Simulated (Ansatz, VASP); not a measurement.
## Be2ZnO3 in VASP and in Ansatz

Contents of INCAR:

```
SYSTEM = Be2ZnO3
PREC = Accurate ; ENCUT = 910
EDIFF = 1E-7 ; ISMEAR = 0
SIGMA = 0.02 ; LREAL = .FALSE.
LASPH = .TRUE. ; NELM = 120
ALGO = Normal ; ISIF = 3
LWAVE = .FALSE. ; LCHARG = .FALSE.
GGA = PE ; IBRION = 2
NSW = 100 ; EDIFFG = -0.01
GGA_COMPAT = .FALSE. ; NELMIN = 4
```

File KPOINTS:

```
Automatic mesh
0
G
  6 6 6
  0 0 0
```

Contents of POSCAR:

```
Be2ZnO3
1.0
    4.9626678352      0.0000000000      0.0000000000
   -2.4813339176      4.2977964158      0.0000000000
    0.0000000000      0.0000000000      4.1054030549
Be Zn O
2 1 3
Direct
    0.3333333333      0.6666666667      0.5000000000
    0.6666666667      0.3333333333      0.5000000000
    0.0000000000      0.0000000000      0.5000000000
    0.6188362477      0.0000000000      0.5000000000
    0.0000000000      0.6188362477      0.5000000000
    0.3811637523      0.3811637523      0.5000000000
```

Input for Ansatz:

```yaml
crystal:
  lattice:
    - [4.9626678352, 0.0, 0.0]
    - [-2.4813339176, 4.2977964158, 0.0]
    - [0.0, 0.0, 4.1054030549]
  atoms:
    - { symbol: Be, position: [0.3333333333, 0.6666666667, 0.5] }
    - { symbol: Be, position: [0.6666666667, 0.3333333333, 0.5] }
    - { symbol: Zn, position: [0.0, 0.0, 0.5] }
    - { symbol: O, position: [0.6188362477, 0.0, 0.5] }
    - { symbol: O, position: [0.0, 0.6188362477, 0.5] }
    - { symbol: O, position: [0.3811637523, 0.3811637523, 0.5] }
basis:
  ecutwfc: 420
kpoints:
  mp_grid: { grid: [6, 6, 6] }
hamiltonian:
  xc: pbe
scf:
  occupations: { method: gaussian, width: 0.02 }
output:
  forces: true
  stress: true
  eigenvalues: true
  write_density: true
  write_potential: true
  elf: true
  volumetric_format: npy
relax:
  adjacent_minimum: "off"
  f_tol: 0.01
  max_steps: 80
  cell: { stress_tol: 0.05 }
```

Alike in both runs: task relaxation of cell and atoms; functional PBE; k mesh 6 × 6 × 6; occupations gaussian, width 0.02 eV; no spin polarisation.

|  | VASP | Ansatz |
| --- | --- | --- |
| version | VASP 6.6.1 | Ansatz 0.2.0 |
| potentials or method | VASP PAW PBE potentials, release 64 (Be, Zn, O_h), cutoff 910 eV | scalar-relativistic, plane waves, PAW |
| valence electrons in the cell | 34 | 34 |

|  | VASP | Ansatz | Ansatz less VASP |
| --- | --- | --- | --- |
| gap on the k mesh at the Fermi level, each at its own relaxed structure (eV) | 3.52 | 3.66 | +0.137 |
| relaxed volume (Å³/atom) | 14.60 | 16.26 | +1.658 |
| relaxed length of the cell vector where the two differ most in proportion (Å) | 4.105 | 4.574 | +0.4686 |

One of these differences is far larger than is usual between the two programs; its cause wasn't traced.

Noted on VASP's run: the cutoff is under 1.25 times that of the potentials, so the pressure is a little rough.
